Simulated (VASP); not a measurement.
Ti, 2 atoms in the cell. It takes space group P6_3/mmc (No. 194, hexagonal). The conventional cell has a = 2.950 Å, b = 2.950 Å, c = 4.680 Å, α = 90.00°, β = 90.00°, γ = 120.00°. Within 3.8 Å of Ti (site symmetry -6m2) lie 12 Ti at 2.89 to 2.95 Å. 

| Property | Result |
| --- | --- |
| Program | VASP 6.6.1 |
| Task | elastic constants |
| Functional | LDA |
| Potentials or basis | VASP PAW LDA potentials, release 64 (Ti_sv) |
| Cutoff | 600 eV |
| k mesh | 7 × 7 × 5 |
| Occupations | fermi-dirac, width 0.05 eV |
| Spin | no spin polarisation |
| Dipole correction | no |
| Ions in elastic constants | relaxed |
| Further INCAR settings | ALGO = Fast; EDIFF = 1e-08; NBANDS = 19; IBRION = 6; POTIM = 0.015; NSW = 1; ISIF = 3 |

Potentials or basis: VASP PAW LDA potentials, release 64 (Ti_sv).

The run is started by

```console
$ cat potpaw_LDA.64/Ti_sv/POTCAR > POTCAR
$ mpirun -np 1 vasp_std > vasp.out
```

Hardware: 1 thread of Intel Xeon 6975P-C (shared host).

Problem. How long does it take, and how much memory?

Solution. Wall time 27 min on 1 thread of Intel Xeon 6975P-C (shared host), peak memory 0.24 GiB. Counts: scf iterations 920, k points 24.
